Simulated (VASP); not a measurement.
# C (R-3m) in VASP: a series of runs

Runs on C. Level: PBE+D3(BJ). Tasks: single point.

All numbers are computed with VASP 6.6.1; they aren't measurements. Logs are shortened: lines on timing, memory, paths and dates and some standing lists are left out, and cuts for length are marked.

## Step 1: The cell of the first run

Symmetry: R-3m, No. 166, trigonal system. The conventional cell has a = 2.456 Å, b = 2.456 Å, c = 10.041 Å, α = 90.00°, β = 90.00°, γ = 120.00°. C (site symmetry 3m) has 3 C at 1.42 Å within 1.9 Å.

## Step 2: Single point, PBE+D3(BJ)

File INCAR:

```
PREC = Accurate ; ENCUT = 520
EDIFF = 1E-7 ; ISMEAR = 0
SIGMA = 0.02 ; LREAL = False
LASPH = True ; NELM = 60
ALGO = Normal ; ISIF = 2
LWAVE = False ; LCHARG = False
GGA = PE ; IVDW = 12
NBANDS = 11
```

File KPOINTS:

```
regular mesh
0
Gamma
  12 12 12
```

File POSCAR:

```
C
1.0
    1.2280287114      0.7090027071      3.3470114498
   -1.2280287114      0.7090027071      3.3470114498
    0.0000000000     -1.4180054142      3.3470114498
C
2
Direct
    0.8334194958      0.8334194958      0.8334194958
    0.1665805042      0.1665805042      0.1665805042
```

Potentials or basis: VASP PAW PBE potentials, release 64 (C).

Command:

```console
$ cat potpaw_PBE.64/C/POTCAR > POTCAR
$ mpirun -np 1 vasp_std > vasp.out
```

OUTCAR:

```text
PREC = Accurate
   ENCUT = 520
   EDIFF = 1E-7
   ISMEAR = 0
   LREAL = False
   LASPH = True
   NELM = 60
   ISIF = 2
   GGA = PE
   IVDW = 12
 IVDW          = 12

 ion  position               nearest neighbor table
   1  0.833  0.833  0.833-   2 1.42   2 1.42   2 1.42
   2  0.167  0.167  0.167-   1 1.42   1 1.42   1 1.42

  LATTYP: Found a trigonal (rhomboedric) cell.
 ALAT       =     3.6350000000
 COS(alpha) =     0.7717355882

  Lattice vectors:

 A1 = (   1.2280287114,   0.7090027071,   3.3470114498)
 A2 = (  -1.2280287114,   0.7090027071,   3.3470114498)
 A3 = (   0.0000000000,  -1.4180054142,   3.3470114498)

Analysis of symmetry for initial positions (statically):
=====================================================================
 Subroutine PRICEL returns:
 Original cell was already a primitive cell.

 Routine SETGRP: Setting up the symmetry group for a
 trigonal (rhombohedral) supercell.

 Subroutine GETGRP returns: Found 12 space group operations
 (whereof 12 operations were pure point group operations)
 out of a pool of 12 trial point group operations.

The static configuration has the point symmetry D_3d.

Analysis of symmetry for dynamics (positions and initial velocities):
=====================================================================
 Subroutine PRICEL returns:
 Original cell was already a primitive cell.

 Routine SETGRP: Setting up the symmetry group for a
 trigonal (rhombohedral) supercell.

 Subroutine GETGRP returns: Found 12 space group operations
 (whereof 12 operations were pure point group operations)
 out of a pool of 12 trial point group operations.

The dynamic configuration has the point symmetry D_3d.

 Subroutine INISYM returns: Found 12 space group operations
 (whereof 12 operations are pure point group operations),
 and found     1 'primitive' translations

----------------------------------------------------------------------------------------

                                     Primitive cell

  volume of cell :      17.4850

  direct lattice vectors                    reciprocal lattice vectors
     1.228028711  0.709002707  3.347011450     0.407156604  0.235071975  0.099591333
    -1.228028711  0.709002707  3.347011450    -0.407156604  0.235071975  0.099591333
     0.000000000 -1.418005414  3.347011450     0.000000000 -0.470143950  0.099591333

  length of vectors
     3.635000000  3.635000000  3.635000000     0.480576495  0.480576495  0.480576495

  position of ions in fractional coordinates (direct lattice)
     0.833419496  0.833419496  0.833419496
     0.166580504  0.166580504  0.166580504

  ion indices of the primitive-cell ions
   primitive index   ion index
                 1           1
                 2           2

----------------------------------------------------------------------------------------

 KPOINTS: regular mesh

Automatic generation of k-mesh.
 Grid dimensions read from file:
 generate k-points for:   12   12   12

 Generating k-lattice:

  Cartesian coordinates                     Fractional coordinates (reciprocal lattice)
     0.033929717  0.019589331  0.008299278     0.083333333  0.000000000  0.000000000
    -0.033929717  0.019589331  0.008299278     0.000000000  0.083333333  0.000000000
     0.000000000 -0.039178663  0.008299278     0.000000000  0.000000000  0.083333333

  Length of vectors
     0.040048041  0.040048041  0.040048041

  Shift w.r.t. Gamma in fractional coordinates (k-lattice)
     0.000000000  0.000000000  0.000000000

 Subroutine IBZKPT returns following result:
 ===========================================

 Found    189 irreducible k-points:

 Following reciprocal coordinates:
            Coordinates               Weight
  0.000000  0.000000  0.000000      1.000000
  0.083333  0.000000  0.000000      6.000000
  0.166667 -0.000000  0.000000      6.000000
  0.250000  0.000000  0.000000      6.000000
  0.333333  0.000000  0.000000      6.000000
  0.416667  0.000000  0.000000      6.000000
[... 16 lines left out ...]
  0.500000  0.166667  0.000000     12.000000
 -0.416667  0.166667 -0.000000     12.000000
 [... further k-points ...]
   k-points           NKPTS =    189   k-points in BZ     NKDIM =    189   number of bands    NBANDS=     11
   number of dos      NEDOS =    301   number of ions     NIONS =      2
   total plane-waves  NPLWV =  21952
   dimension x,y,z NGX =    28 NGY =   28 NGZ =   28
   dimension x,y,z NGXF=    56 NGYF=   56 NGZF=   56
   ions per type =               2
   NGX,Y,Z   is equivalent  to a cutoff of  12.81, 12.81, 12.81 a.u.
   NGXF,Y,Z  is equivalent  to a cutoff of  25.61, 25.61, 25.61 a.u.
 SYSTEM =  unknown system
   PREC   = accura    normal or accurate (medium, high low for compatibility)
   ISTART =      0    job   : 0-new  1-cont  2-samecut
   ICHARG =      2    charge: 1-file 2-atom 10-const
   ISPIN  =      1    spin polarized calculation?
   LNONCOLLINEAR =      F non collinear calculations
   LSORBIT =      F    spin-orbit coupling
   LASPH  =      T    aspherical Exc in radial PAW
   ENCUT  =  520.0 eV  38.22 Ry    6.18 a.u.   6.76  6.76  6.76*2*pi/ulx,y,z
   NELM   =     60;   NELMIN=  2; NELMDL= -5     # of ELM steps
   EDIFF  = 0.1E-06   stopping-criterion for ELM
   LREAL  =      F    real-space projection
   EDIFFG = 0.1E-05   stopping-criterion for IOM
   NSW    =      0    number of steps for IOM
   IBRION =     -1    ionic relax: 0-MD 1-quasi-New 2-CG
   NFREE  =      0    steps in history (QN), initial steepest desc. (CG)
   ISIF   =      2    stress and relaxation
   ISYM   =      2    0-nonsym 1-usesym 2-fastsym
   POTIM  = 0.5000    time-step for ionic-motion
   TEBEG  =    0.0;   TEEND  =   0.0 temperature during run
   PSTRESS=    0.0 pullay stress
   NELECT =       8.0000    total number of electrons
   NUPDOWN=      -1.0000    fix difference up-down
   EMIN   =  10.00;   EMAX   =-10.00  energy-range for DOS
   EFERMI =   0.00;   METHOD = LEGACY
   ISMEAR =     0;   SIGMA  =   0.02  broadening in eV -4-tet -1-fermi 0-gaus
   EFERMI_NEDOS =   21; number of points for ismear=-14 and -15
   IALGO  =     38    algorithm
   IMIX   =      4    mixing-type and parameters
     AMIX     =   0.40;   BMIX     =  1.00
     AMIX_MAG =   1.60;   BMIX_MAG =  1.00
  volume/ion in A,a.u.               =       8.74        59.00
  Fermi-wavevector in a.u.,A,eV,Ry     =   1.261488  2.383867 21.651666  1.591353
  Thomas-Fermi vector in A             =   2.394945
   LORBIT       =      0    0 simple, 1 ext, 2 COOP (PROOUT), +10 PAW based schemes
   GGA     = PE    functional components
   LHFCALC =     F    Hartree Fock is set to
   AEXX    =    0.0000 exact exchange contribution
   IVDW    =    12    specifies the selected vdW correction
   LEPSILON=     F    determine dielectric tensor
   LRPA    =     F    only Hartree local field effects (RPA)
 non-spin polarized calculation
 Gauss-broadening in eV      SIGMA  =   0.02
  energy-cutoff  :      520.00
  volume of cell :       17.48
 maximum number of plane-waves:       483
   NGX = 13   NGY = 13   NGZ = 13

 number of electron       8.0000000 magnetization

 Free energy of the ion-electron system (eV)
  ---------------------------------------------------
  ext. energy  EPLUGINS =         0.00000000
  ---------------------------------------------------
  free energy    TOTEN  =       -18.41794928 eV

  energy without entropy =      -18.41794928  energy(sigma->0) =      -18.41794928

 E-fermi :   4.6623     XC(G=0): -10.3622

 val. band max:        4.4375789940   @ k =  -0.3333   0.3333   0.0000
 cond. band min:       5.0987075517   @ k =  -0.3333   0.3333   0.0000
 fundamental gap:      0.6611285578
 Fermi energy:         4.6623245434

 k-point     1 :       0.0000    0.0000    0.0000
  band No.  band energies     occupation
      1     -14.9778      2.00000
      2      -1.8470      2.00000
      3       1.7692      2.00000
      4       1.7692      2.00000
      5       9.0277      0.00000
      6      13.2086      0.00000
      7      13.2086      0.00000
      8      16.2537      0.00000
      9      17.6636      0.00000
     10      27.6437      0.00000
     11      30.6130      0.00000

 k-point     2 :       0.0833    0.0000    0.0000
  band No.  band energies     occupation
      1     -14.8088      2.00000
      2      -1.6758      2.00000
      3       1.1155      2.00000
      4       1.4287      2.00000
      5       9.2672      0.00000
      6      13.2940      0.00000
      7      13.9104      0.00000
      8      15.6677      0.00000
      9      17.9623      0.00000
     10      28.1655      0.00000
     11      29.2760      0.00000

 k-point     3 :       0.1667   -0.0000    0.0000
  band No.  band energies     occupation
      1     -14.3040      2.00000
      2      -1.1659      2.00000
      3      -0.5333      2.00000
      4       0.6318      2.00000
      5       9.9820      0.00000
      6      13.2889      0.00000
      7      14.1352      0.00000
      8      15.7698      0.00000
      9      18.8993      0.00000
     10      26.5734      0.00000
     11      28.7875      0.00000

 k-point     4 :       0.2500    0.0000    0.0000
  band No.  band energies     occupation
      1     -13.4702      2.00000
      2      -2.6529      2.00000
      3      -0.3304      2.00000
      4      -0.2527      2.00000
      5      11.1232      0.00000
      6      12.0559      0.00000
      7      13.1112      0.00000
      8      18.3429      0.00000
      9      20.1592      0.00000
     10      24.3972      0.00000
     11      27.1313      0.00000
[... 239 lines left out ...]
 k-point    22 :       0.4167    0.1667    0.0000
  band No.  band energies     occupation
      1     -11.7924      2.00000
      2      -4.7558      2.00000
      3      -2.6855      2.00000
      4       0.9314      2.00000
      5       9.2879      0.00000
      6      14.1179      0.00000
      7      15.4052      0.00000
      8      17.7032      0.00000
      9      20.1362      0.00000
     10      23.7924      0.00000
     11      27.0422      0.00000

 k-point    23 :       0.5000    0.1667    0.0000
  band No.  band energies     occupation
      1     -10.3818      2.00000
      2      -6.7124      2.00000
      3      -3.2562      2.00000
      4       2.2456      2.00000
      5       7.5384      0.00000
      6      15.0912      0.00000
      7      15.7251      0.00000
      8      18.2566      0.00000
      9      19.8595      0.00000
     10      23.3996      0.00000
     11      28.0208      0.00000

 k-point    24 :      -0.4167    0.1667   -0.0000
  band No.  band energies     occupation
      1      -9.1540      2.00000
      2      -8.1468      2.00000
      3      -3.4429      2.00000
      4       3.2828      2.00000
      5       6.4006      0.00000
      6      15.0662      0.00000
      7      16.1947      0.00000
      8      17.3433      0.00000
      9      20.4259      0.00000
     10      23.9816      0.00000
     11      28.0279      0.00000

 [... further k-points ...]

------------------------ aborting loop because EDIFF is reached ----------------------------------------

 Edisp (eV)   -0.31377

 E8    (eV) :    -0.0889

  FORCE on cell =-STRESS in cart. coord.  units (eV):
  Direction    XX          YY          ZZ          XY          YZ          ZX
  --------------------------------------------------------------------------------------
  -------------------------------------------------------------------------------------
  Total       0.61601     0.61601    -0.00568     0.00000     0.00000    -0.00000
  in kB      56.44642    56.44642    -0.52018     0.00000     0.00000    -0.00000
  external pressure =       37.46 kB  Pullay stress =        0.00 kB

 VOLUME and BASIS-vectors are now :
 -----------------------------------------------------------------------------
  energy-cutoff  :      520.00
  volume of cell :       17.48
      direct lattice vectors                 reciprocal lattice vectors
     1.228028711  0.709002707  3.347011450     0.407156604  0.235071975  0.099591333
    -1.228028711  0.709002707  3.347011450    -0.407156604  0.235071975  0.099591333
     0.000000000 -1.418005414  3.347011450     0.000000000 -0.470143950  0.099591333

 POSITION                                       TOTAL-FORCE (eV/Angst)
 -----------------------------------------------------------------------------------
      0.00000      0.00000      8.36839         0.000000      0.000000     -0.001503
      0.00000      0.00000      1.67264         0.000000      0.000000      0.001503
 -----------------------------------------------------------------------------------
    total drift:                               -0.000000     -0.000000      0.000000

  FREE ENERGIE OF THE ION-ELECTRON SYSTEM (eV)
  ---------------------------------------------------
  free  energy   TOTEN  =       -18.7317196815 eV

  energy  without entropy=      -18.7317196815  energy(sigma->0) =      -18.73171968
```

Wall time 33 s (1 thread of Intel Xeon 6975P-C (Granite Rapids), shared host); peak memory 0.17 GiB.

Results:

```
Free energy                : -18.7317 eV
Pressure                   : 3.7 GPa
Band gap on the k mesh     : 0.66 eV, direct
Dispersion energy per atom : -0.157 eV
```

## Step 3: Single point, PBE+D3(BJ) (volume scaled by 1.03, then relaxed in part)

File INCAR:

```
SYSTEM = C
ALGO = Normal
EDIFF = 1E-7
ENCUT = 520
GGA = PE
ISIF = 2
ISMEAR = 0
IVDW = 12
LASPH = .TRUE.
LCHARG = .TRUE.
LELF = .TRUE.
LREAL = .FALSE.
LVHAR = .TRUE.
LWAVE = .FALSE.
NBANDS = 11
NELM = 100
PREC = Accurate
SIGMA = 0.02
```

File KPOINTS:

```
k-points
0
G
  12 12 12
  0 0 0
```

File POSCAR:

```
C
1.0
    1.2334085813      0.7121087765      3.4440666065
   -1.2334085813      0.7121087765      3.4440666065
    0.0000000000     -1.4242175529      3.4440666065
C
2
Direct
    0.8333982387      0.8333982387      0.8333982387
    0.1666017613      0.1666017613      0.1666017613
```

Potentials or basis: VASP PAW PBE potentials, release 64 (C).

Command:

```console
$ cat potpaw_PBE.64/C/POTCAR > POTCAR
$ mpirun -np 1 vasp_std > vasp.out
```

OUTCAR:

```text
SYSTEM = C
   EDIFF = 1E-7
   ENCUT = 520
   GGA = PE
   ISIF = 2
   ISMEAR = 0
   IVDW = 12
   LASPH = .TRUE.
   LREAL = .FALSE.
   NELM = 100
   PREC = Accurate
 IVDW          = 12

 ion  position               nearest neighbor table
   1  0.833  0.833  0.833-   2 1.42   2 1.42   2 1.42
   2  0.167  0.167  0.167-   1 1.42   1 1.42   1 1.42

  LATTYP: Found a trigonal (rhomboedric) cell.
 ALAT       =     3.7269277465
 COS(alpha) =     0.7809506441

  Lattice vectors:

 A1 = (   1.2334085813,   0.7121087765,   3.4440666065)
 A2 = (  -1.2334085813,   0.7121087765,   3.4440666065)
 A3 = (   0.0000000000,  -1.4242175529,   3.4440666065)

Analysis of symmetry for initial positions (statically):
=====================================================================
 Subroutine PRICEL returns:
 Original cell was already a primitive cell.

 Routine SETGRP: Setting up the symmetry group for a
 trigonal (rhombohedral) supercell.

 Subroutine GETGRP returns: Found 12 space group operations
 (whereof 12 operations were pure point group operations)
 out of a pool of 12 trial point group operations.

[... 173 lines left out ...]
      3       1.4286      2.00000
      4       1.4286      2.00000
      5       8.5261      0.00000
      6      12.7851      0.00000
      7      12.7851      0.00000
      8      15.7844      0.00000
      9      17.0133      0.00000
     10      27.1127      0.00000
     11      29.2334      0.00000
[... 309 lines left out ...]
 k-point    24 :      -0.4167    0.1667    0.0000
  band No.  band energies     occupation
      1      -9.4310      2.00000
      2      -8.3964      2.00000
      3      -3.7342      2.00000
      4       2.9338      2.00000
      5       6.0424      0.00000
      6      14.5565      0.00000
      7      15.7767      0.00000
      8      16.8442      0.00000
      9      19.7941      0.00000
     10      23.2904      0.00000
     11      27.2732      0.00000

 [... further k-points ...]

------------------------ aborting loop because EDIFF is reached ----------------------------------------

 Edisp (eV)   -0.30294

 E8    (eV) :    -0.0855

  FORCE on cell =-STRESS in cart. coord.  units (eV):
  Direction    XX          YY          ZZ          XY          YZ          ZX
  --------------------------------------------------------------------------------------
  -------------------------------------------------------------------------------------
  Total      -0.01467    -0.01467    -0.10173     0.00000    -0.00000    -0.00000
  in kB      -1.29516    -1.29516    -8.98014     0.00000    -0.00000    -0.00000
  external pressure =       -3.86 kB  Pullay stress =        0.00 kB

 VOLUME and BASIS-vectors are now :
 -----------------------------------------------------------------------------
  energy-cutoff  :      520.00
  volume of cell :       18.15
      direct lattice vectors                 reciprocal lattice vectors
     1.233408581  0.712108777  3.444066606     0.405380672  0.234046640  0.096784810
    -1.233408581  0.712108777  3.444066606    -0.405380672  0.234046640  0.096784810
     0.000000000 -1.424217553  3.444066606     0.000000000 -0.468093281  0.096784810

 POSITION                                       TOTAL-FORCE (eV/Angst)
 -----------------------------------------------------------------------------------
      0.00000      0.00000      8.61084         0.000000     -0.000000     -0.000208
      0.00000      0.00000      1.72136         0.000000      0.000000      0.000208
 -----------------------------------------------------------------------------------
    total drift:                                0.000000     -0.000000      0.000000

  FREE ENERGIE OF THE ION-ELECTRON SYSTEM (eV)
  ---------------------------------------------------
  free  energy   TOTEN  =       -18.7331794676 eV

  energy  without entropy=      -18.7331794676  energy(sigma->0) =      -18.73317947
```

stdout:

```text
POSCAR found type information on POSCAR C
 POSCAR found :  1 types and       2 ions
 scaLAPACK will be used
 LDA part: xc-table for (Slater+PW92), standard interpolation
 POSCAR, INCAR and KPOINTS ok, starting setup
 FFT: planning ... GRIDC
 FFT: planning ... GRID_SOFT
 FFT: planning ... GRID
 WAVECAR not read
 entering main loop
```

Wall time 35 s (1 thread of Intel Xeon 6975P-C (Granite Rapids), shared host); peak memory 0.17 GiB.

What came out:

| Property | Result |
| --- | --- |
| Free energy | -18.7332 eV |
| Pressure | -0.4 GPa |
| Band gap on the k mesh | 0.56 eV, direct |
| Dispersion energy per atom | -0.151 eV |

Stress tensor (GPa, compression positive):
```
-0.13  0.00  0.00
 0.00 -0.13  0.00
 0.00  0.00 -0.90
```

Levels at points of the mesh, in eV from the valence-band top:
```
           k point  band 1  band 2  band 3  band 4  band 5  band 6  band 7  band 8
(0.00, 0.00, 0.00)  -19.33   -6.40   -2.73   -2.73    4.37    8.62    8.62   11.62
(0.50, 0.00, 0.00)  -14.02  -12.96   -6.09   -1.76    2.25    7.82   12.02   12.60
(0.50, 0.50, 0.00)  -13.93  -12.90   -6.13   -2.38    1.63    7.49   13.33   15.04
(0.50, 0.50, 0.50)  -19.09   -8.12   -2.75   -2.75    8.58    8.58   10.24   11.80
```
